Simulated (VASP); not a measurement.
Runs of VASP 6.6.1 on TiAl. The structure is that of space group P4/mmm (No. 123), or close to it. The cells are those of the table. 

```csv
cell,gap on the mesh (eV),pressure (GPa)
"a = 2.809, b = 3.387, c = 3.156 Å, 2 atoms",none,6.8
"a = 2.809, b = 3.040, c = 3.156 Å, 2 atoms",none,25.1
"a = 3.156, b = 3.503 Å, 2 atoms",none,-9.9
"a = 2.809, b = 2.809, c = 3.156 Å, 2 atoms",none,(b)
"a = 2.809, b = 3.272, c = 3.156 Å, 2 atoms",none,(a)
```

Alike in all rows: task single point; level PBEsol; potentials or basis VASP PAW PBE potentials, release 64 (Ti_sv, Al); no spin polarisation; k mesh 14 × 14 × 14; cutoff (eV) 520; smearing gaussian 0.15 eV.

Question: Fill in the values left out.

Answer: (a) 11.9; (b) 43.6.

Caveats: the PAW data sets were made with another functional, which shifts forces and pressure a little; the cell stands under pressure (at least some runs); the cell stands under tension (at least some runs).

A gap of «none» marks levels without a gap at the run's occupations.
